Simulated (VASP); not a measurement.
## Ru: relaxation of cell and atoms with revPBE

Ru:

```
CELL_PARAMETERS angstrom
2.68000 0.00000 0.00000
-1.34000 2.32095 0.00000
0.00000 0.00000 4.37644
ATOMIC_POSITIONS crystal
Ru 0.33333 0.66667 0.25000
Ru 0.66667 0.33333 0.75000
```

```yaml
Program: VASP 6.6.1
Task: relaxation of cell and atoms
Functional: revPBE
Potentials_or_basis: VASP PAW PBE potentials, release 64 (Ru_pv)
Cutoff: 600 eV
k_mesh: 7 × 7 × 4
Occupations: fermi-dirac, width 0.1 eV
Spin: no spin polarisation
Dipole_correction: no
Further_INCAR_settings: ALGO = Normal; EDIFF = 1e-07; IBRION = 2; EDIFFG = -0.02; NSW = 80; ISIF = 3
```

```json
{"Relaxed volume": "13.94 Å³/atom", "Relaxed cell": "a = 2.742 Å, b = 2.742 Å, c = 4.283 Å, α = 90.00°, β = 90.00°, γ = 120.00°", "Space group after relaxing (to 0.05 Å)": "P6_3/mmc (No. 194)", "Energy gained by relaxing": "30.4 meV/atom", "Ionic steps": "8", "Pressure after relaxing": "0.0 GPa", "Band gap on the k mesh": "zero (band 14 reaches 13.68 eV, above the bottom of band 15 at 10.99 eV)"}
```

The path:
```csv
step,energy change (eV),largest force (eV/Å),pressure (GPa),volume (Å³)
1,0.0000,0.0000,7.66,27.22
2,0.0618,0.0000,-16.32,29.81
3,-0.0514,0.0000,-3.69,28.23
4,-0.0450,0.0000,4.32,27.53
5,-0.0606,0.0000,-0.44,27.93
6,-0.0606,0.0000,-0.37,27.92
7,-0.0606,0.0000,0.51,27.84
8,-0.0607,0.0000,0.04,27.88
```

Final structure:
```yaml
crystal:
  lattice:
    - [2.74175, 0.00000, 0.00000]
    - [-1.37088, 2.37443, 0.00000]
    - [0.00000, 0.00000, 4.28278]
  atoms:
    - { symbol: Ru, position: [0.33333, 0.66667, 0.25000] }
    - { symbol: Ru, position: [0.66667, 0.33333, 0.75000] }
```

Levels at points of the mesh, in eV from the Fermi level:
```tsv
k point	band 10	band 11	band 12	band 13	band 14	band 15	band 16	band 17	band 18
(0.00, 0.00, 0.00)	-2.51	-2.25	-1.83	-1.83	-1.47	-1.47	1.09	1.09	1.37
(0.00, 0.00, 0.50)	-2.71	-2.71	-2.71	-2.60	-2.60	0.49	0.49	0.49	0.49
```

Run time: 2.7 min on 1 thread of Intel Xeon 8259CL (shared host), peak memory 0.17 GiB.

Caveat: the k points lie up to 0.38 Å⁻¹ apart in the final cell; the PAW data sets were made with another functional, which shifts forces and pressure a little.
